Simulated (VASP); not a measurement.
The system is Sb.

```
Sb
1.0
     3.16000    0.00000    0.00000
     0.00000    3.16000    0.00000
     0.00000    0.00000    3.16000
Sb
1
Direct
  0.00000 0.00000 0.00000
```

- Program: VASP 6.6.1
- Task: relaxation of cell and atoms
- Functional: BLYP
- Dispersion: D3(BJ)
- Potentials or basis: VASP PAW PBE potentials, release 64 (Sb)
- Cutoff: 600 eV
- k mesh: 8 × 8 × 8
- Occupations: fermi-dirac, width 0.05 eV
- Spin: no spin polarisation

At the start: pressure -3.8 GPa; volume 31.55 Å³/atom.

**Question.** Where does the relaxation end?

**Answer.** Over 3 steps the energy falls by 28.7 meV/atom and the volume is 29.33 Å³/atom (-7.1 %); space group Pm-3m (No. 221, to 0.05 Å).

Step by step:
```
step  energy change (eV)  largest force (eV/Å)  pressure (GPa)  volume (Å³)
   1              0.0000                0.0000           -3.85        31.55
   2             -0.0200                0.0000            2.63        28.22
   3             -0.0287                0.0000            0.00        29.33
```

Final structure:
```
Sb
1.0
     3.08388    0.00000    0.00000
     0.00000    3.08388    0.00000
     0.00000    0.00000    3.08388
Sb
1
Direct
  0.00000 0.00000 0.00000
```

Caveat: the PAW data sets were made with another functional, which shifts forces and pressure a little; pairwise dispersion overbinds metals, which lowers pressure and volume.
